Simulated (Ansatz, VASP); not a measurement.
## KS7: VASP beside Ansatz

```xyz
8
Lattice="0.0000 4.1473 4.1473 4.1473 0.0000 4.1473 4.1473 4.1473 0.0000" Properties=species:S:1:pos:R:3 pbc="T T T"
K     0.0000    0.0000    0.0000
S     0.0000    2.0736    2.0736
S     4.1473    2.0736    2.0736
S     2.0736    0.0000    2.0736
S     2.0736    4.1473    2.0736
S     2.0736    2.0736    0.0000
S     2.0736    2.0736    4.1473
S     4.1473    4.1473    4.1473
```

Change from the starting cell: species swapped into the CePd7 type (Fm-3m, No. 225).

Alike in both runs: functional PBE; k mesh 4 × 4 × 4; occupations gaussian, width 0.1 eV; no spin polarisation.

Ansatz relaxed the structure, and its values are those at the end. VASP's run is a single point on that final structure, the one shown.

```csv
,VASP,Ansatz
version,VASP 6.6.1,Ansatz 0.2.0
potentials or method,"VASP PAW PBE potentials, release 64 (K_sv, S), cutoff 520 eV","scalar-relativistic, plane waves, PAW"
valence electrons in the cell,51,51
```

```csv
,VASP,Ansatz,Ansatz less VASP
gap on the k mesh at the Fermi level (eV),none,none,-
pressure (GPa),0.0,-0.1,-0.07
```

A gap of «none» marks a metal or a gap that the smearing closes. With one functional, cell and mesh, what is left measures potentials, basis and numerics.
